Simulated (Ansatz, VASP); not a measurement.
**One calculation of SrO, two programs**

POSCAR

```
SrO
1.0
    3.5768204852      0.0000000000      0.0000000000
   -1.7884102426      3.0976174050      0.0000000000
    0.0000000000      0.0000000000      6.2584793785
Sr O
2 2
Direct
    0.6666666667      0.3333333333      0.7500000000
    0.3333333333      0.6666666667      0.2500000000
    0.0000000000      0.0000000000      0.5000000000
    0.0000000000      0.0000000000      0.0000000000
```

Contents of INCAR.step1:

```
PREC = Accurate
ENCUT = 520
ISMEAR = -1
SIGMA = 0.05
LREAL = False
LASPH = True
NELM = 60
NBANDS = 24
GGA = PE
ALGO = Normal
EDIFF = 1E-4
LWAVE = True
LCHARG = False
```

The input INCAR.step2:

```
PREC = Accurate
ENCUT = 520
EDIFF = 1E-6
ISMEAR = -1
SIGMA = 0.05
LREAL = False
LASPH = True
NELM = 60
ALGO = Normal
ISIF = 2
LWAVE = False
LCHARG = False
METAGGA = R2SCAN
LMIXTAU = True
NBANDS = 24
ISTART = 1
```

File KPOINTS:

```
Automatic mesh
0
Gamma
  9 9 5
```

The input input.yaml:

```yaml
crystal:
  lattice:
    - [3.5768204852, 0.0, 0.0]
    - [-1.7884102426, 3.097617405, 0.0]
    - [0.0, 0.0, 6.2584793785]
  atoms:
    - { symbol: Sr, position: [0.6666666667, 0.3333333333, 0.75] }
    - { symbol: Sr, position: [0.3333333333, 0.6666666667, 0.25] }
    - { symbol: O, position: [0.0, 0.0, 0.5] }
    - { symbol: O, position: [0.0, 0.0, 0.0] }
hamiltonian:
  xc: r2scan
  pseudopotentials: { kind: paw }
kpoints:
  mp_grid: { grid: [9, 9, 5] }
scf:
  occupations: { method: fermi_dirac, width: 0.05 }
output:
  forces: true
  stress: true
  eigenvalues: true
```

Alike in both runs: task single point; functional r2SCAN; k mesh 9 × 9 × 5; occupations fermi-dirac, width 0.05 eV; no spin polarisation.

|  | VASP | Ansatz |
| --- | --- | --- |
| version | VASP 6.6.1 | Ansatz 0.2.0 |
| potentials or method | VASP PAW PBE potentials, release 64 (Sr_sv, O) | Ansatz PAW |
| plane-wave cutoff (eV) | 520 | 500 |
| valence electrons in the cell | 32 | 32 |

Ansatz gave:

```
gap on the k mesh at the Fermi level (eV)                     : 3.54
least direct gap on the mesh (eV)                             : 3.54
pressure (GPa)                                                : -2.1
traceless stress, the component that is largest in VASP (GPa) : -0.20
```

Question: What did VASP give for the same quantities?

Answer: gap on the k mesh at the Fermi level (eV): 3.51; least direct gap on the mesh (eV): 3.55; pressure (GPa): -1.6; traceless stress, the component that is largest in VASP (GPa): -0.21.

VASP's potentials were made for PBE, not for r2SCAN. The functional is the same, so the differences come from potentials, cutoffs and numerics.

Noted on Ansatz's run: odd divisions of the mesh miss points on the zone boundary, where band edges often lie, so the gap on the mesh can be too wide.
